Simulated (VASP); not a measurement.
A run of VASP 6.6.1 is set up as follows.

Contents of INCAR:

```
SYSTEM = LiH
PREC = Accurate ; ENCUT = 520
EDIFF = 1E-7 ; ISMEAR = -1
SIGMA = 0.08 ; LREAL = .FALSE.
LASPH = .TRUE. ; NELM = 60
ALGO = Normal ; ISIF = 2
LWAVE = .FALSE. ; LCHARG = .FALSE.
GGA = PE ; NBANDS = 9
```

KPOINTS

```
regular mesh
0
G
  14 14 14
  0 0 0
```

Contents of POSCAR:

```
LiH
1.0
    0.0000000000      2.0427865675      2.0427865675
    2.0427865675      0.0000000000      2.0427865675
    2.0427865675      2.0427865675      0.0000000000
Li H
1 1
Direct
    0.0000000000      0.0000000000      0.0000000000
    0.5000000000      0.5000000000      0.5000000000
```

Potentials or basis: VASP PAW PBE potentials, release 64 (Li_sv, H).

The run is started by

```sh
$ cat potpaw_PBE.64/Li_sv/POTCAR potpaw_PBE.64/H/POTCAR > POTCAR
$ mpirun -np 1 vasp_std > vasp.out
```

(1) What does it give for the band gap on the k mesh?

Results:

(1) 3.02 eV, direct.
